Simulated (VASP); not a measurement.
Write the native input for VASP 6.6.1 that does the following.

```yaml
Task: single point
Functional: LDA
Potentials_or_basis: VASP PAW LDA potentials, release 64 (Ni_sv_GW)
Cutoff: 590 eV
k_mesh: 21 × 21 × 20
Occupations: fermi-dirac, width 0.1 eV
Spin: collinear spin, ferromagnetic start
Starting_moments: "[1.0] μB"
Dipole_correction: no
Second_run: valence_matched
Further_INCAR_settings: ALGO = Normal; EDIFF = 1e-06; NBANDS = 19
```

The structure of Ni lies in POSCAR:

```
Ni
1.0
    2.0555641367      0.0000000000      0.0000000000
   -1.0277820683      1.7801707615      0.0000000000
    0.0000000000      0.0000000000      1.9667362822
Ni
1
Direct
    0.0000000000      0.0000000000      0.0000000000
```

One way to write it, as run:

INCAR

```
SYSTEM = Ni
PREC     = Accurate       ! precision mode
ENCUT    = 590            ! plane-wave cutoff, eV
EDIFF    = 1E-6           ! SCF threshold, eV
ISMEAR   = -1             ! smearing method
SIGMA    = 0.1            ! smearing width, eV
LREAL    = .FALSE.        ! projectors in reciprocal space
LASPH    = .TRUE.         ! aspherical terms in the spheres
NELM     = 200            ! most SCF steps
ALGO     = Normal         ! electronic algorithm
ISIF     = 2              ! what is computed and relaxed
LWAVE    = .FALSE.        ! write WAVECAR
LCHARG   = .TRUE.         ! write CHGCAR
ISPIN    = 2              ! spin polarisation
MAGMOM   = 1              ! initial moments
LORBIT   = 11             ! projections on sites
LMAXMIX  = 4              ! l up to which the mixer works
GGA      = CA             ! functional
LELF     = .TRUE.         ! ELF
LVHAR    = .TRUE.       
NBANDS   = 19             ! bands
GGA_COMPAT= .FALSE.
```

KPOINTS

```
Automatic mesh
0
G
  21 21 20
  0 0 0
```

Potentials or basis: VASP PAW LDA potentials, release 64 (Ni_sv_GW).

The run is started by

```console
$ cat potpaw_LDA.64/Ni_sv_GW/POTCAR > POTCAR
$ mpirun -np 1 vasp_std > vasp.out
```

Results of the run:

```
Pressure                                              : 227.9 GPa
Band gap on the k mesh                                : zero (filled and empty bands overlap)
Net moment                                            : 0.00 μB per cell
Valence electrons inside the program's atomic spheres : Ni 17.09
```

Run time: 74 s on 1 thread of Intel(R) Xeon(R) Platinum 8488C (Sapphire Rapids) (shared host), peak memory 0.26 GiB.
